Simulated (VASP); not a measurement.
Wanted: the native input for a VASP 6.6.1 run.

```yaml
Task: single point
Functional: PBE
Potentials_or_basis: VASP PAW PBE potentials, release 64 (Ta_pv)
Cutoff: 520 eV
k_mesh: 2 × 2 × 2, shifted
Occupations: gaussian, width 0.1 eV
Spin: no spin polarisation
Dipole_correction: no
Further_INCAR_settings: ALGO = Normal; EDIFF = 1e-07; NBANDS = 78; ISYM = 0
```

The structure of Ta lies in POSCAR:

```
Ta
1.0
    5.4820591830      0.0836666039      0.4817733361
    0.0801229348      5.3787079959     -0.3851329499
    0.5213308074     -0.3828140488      7.6171471179
Ta
12
Direct
    0.5614767723      0.3737448261      0.8001522681
    0.0614597878      0.5403928864      0.9668045925
    0.0614375758      0.2070237456      0.6334369867
    0.5614602867      0.0404134346      0.4668184615
    0.8114683403      0.1237360903      0.0501469497
    0.5614496800      0.7070465756      0.1334452995
    0.8114589676      0.7903881140      0.7167965273
    0.8114352104      0.4570229387      0.3834272150
    0.3114733315      0.6237627847      0.5501654335
    0.3114470738      0.9570477970      0.8834483665
    0.0614638070      0.8737182996      0.3001421758
    0.3114699912      0.2904101252      0.2168164410
```

The input as run:

INCAR

```
SYSTEM = Ta
ALGO     = Normal         ! electronic algorithm
EDIFF    = 1E-7           ! SCF threshold, eV
ENCUT    = 520            ! plane-wave cutoff, eV
GGA      = PE             ! functional
ISIF     = 2              ! what is computed and relaxed
ISMEAR   = 0              ! smearing method
ISYM     = 0            
LASPH    = .TRUE.         ! aspherical terms in the spheres
LCHARG   = .TRUE.         ! write CHGCAR
LELF     = .TRUE.         ! ELF
LREAL    = .FALSE.        ! projectors in reciprocal space
LVHAR    = .TRUE.       
LWAVE    = .FALSE.        ! write WAVECAR
NBANDS   = 78             ! bands
NELM     = 100            ! most SCF steps
PREC     = Accurate       ! precision mode
SIGMA    = 0.1            ! smearing width, eV
```

KPOINTS

```
Automatic mesh
0
Gamma
  2 2 2
  0.5 0.5 0.5
```

Potentials or basis: VASP PAW PBE potentials, release 64 (Ta_pv).

Command:

```console
$ cat potpaw_PBE.64/Ta_pv/POTCAR > POTCAR
$ mpirun -np 1 vasp_std > vasp.out
```

It gave:

```
Pressure               : 0.1 GPa
Band gap on the k mesh : zero (bands 66 and 67 overlap by 0.37 eV)
```

Caveat: the k points lie up to 0.59 Å⁻¹ apart; spin-orbit coupling is left out, which moves the levels of the heavy elements.

Run time: 2.5 min on 1 thread of Intel Xeon 8259CL, with other jobs on the host, peak memory 0.31 GiB.
